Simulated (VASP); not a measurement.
Runs of VASP 6.6.1 on Ti. The structure is that of space group Fm-3m (No. 225), or close to it. The cells are those of the table. 

```tsv
cell	gap on the mesh (eV)	pressure (GPa)
a = 2.849, b = 2.849, c = 2.828 Å, angles 60.3, 60.3, 59.5°, 1 atom	none	3.0
a = 2.936, b = 2.936, c = 2.914 Å, angles 60.2, 60.2, 59.5°, 1 atom	none	-6.5
a = 2.914, b = 2.914, c = 2.957 Å, angles 59.5, 59.5, 61.0°, 1 atom	none	-6.5
a = 2.872, b = 2.872, c = 2.785 Å, angles 61.0, 61.0, 58.0°, 1 atom	none	(a)
a = 2.957 Å, angles 60.0°, 1 atom	none	-9.1
a = 2.828, b = 2.828, c = 2.871 Å, angles 59.5, 59.5, 61.0°, 1 atom	none	3.0
a = 2.806, b = 2.806, c = 2.828 Å, angles 59.7, 59.7, 60.5°, 1 atom	none	6.9
a = 2.871, b = 2.871, c = 2.828 Å, angles 60.5, 60.5, 59.0°, 1 atom	none	1.2
```

Alike in all rows: task single point; level PBEsol; potentials or basis VASP PAW PBE potentials, release 64 (Ti_sv); no spin polarisation; k mesh 20 × 20 × 20; cutoff (eV) 520; smearing gaussian 0.15 eV.

Q: Estimate the missing entries.

A: (a) 3.1.

Caveats: the PAW data sets were made with another functional, which shifts forces and pressure a little.

A gap of «none» marks levels without a gap at the run's occupations.
